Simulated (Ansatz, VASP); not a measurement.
One calculation of ScAl, two programs

```
Sc Al
1.0
     3.30884    0.00000    0.00000
     0.00000    3.30884    0.00000
     0.00000    0.00000    3.30884
Sc Al
1 1
Cartesian
  1.6544 1.6544 1.6544
  0.0000 0.0000 0.0000
```

Alike in both runs: functional LDA; k mesh 12 × 12 × 12; occupations fermi-dirac, width 0.1 eV; no spin polarisation.

Ansatz relaxed the structure, and its values are those at the end. VASP's run is a single point on that final structure, the one shown.

|  | VASP | Ansatz |
| --- | --- | --- |
| version | VASP 6.6.1 | Ansatz 0.2.0 |
| potentials or method | VASP PAW LDA potentials, release 64 (Sc_sv, Al) | PAW with Ansatz's default frozen-core files, scalar-relativistic |
| plane-wave cutoff (eV) | 520 | 420 |
| valence electrons in the cell | 14 | 14 |

|  | VASP | Ansatz | Ansatz less VASP |
| --- | --- | --- | --- |
| pressure (GPa) | 0.2 | 0.0 | -0.20 |

LDA's correlation is that of Perdew and Zunger in VASP and of Perdew and Wang (1992) in Ansatz.
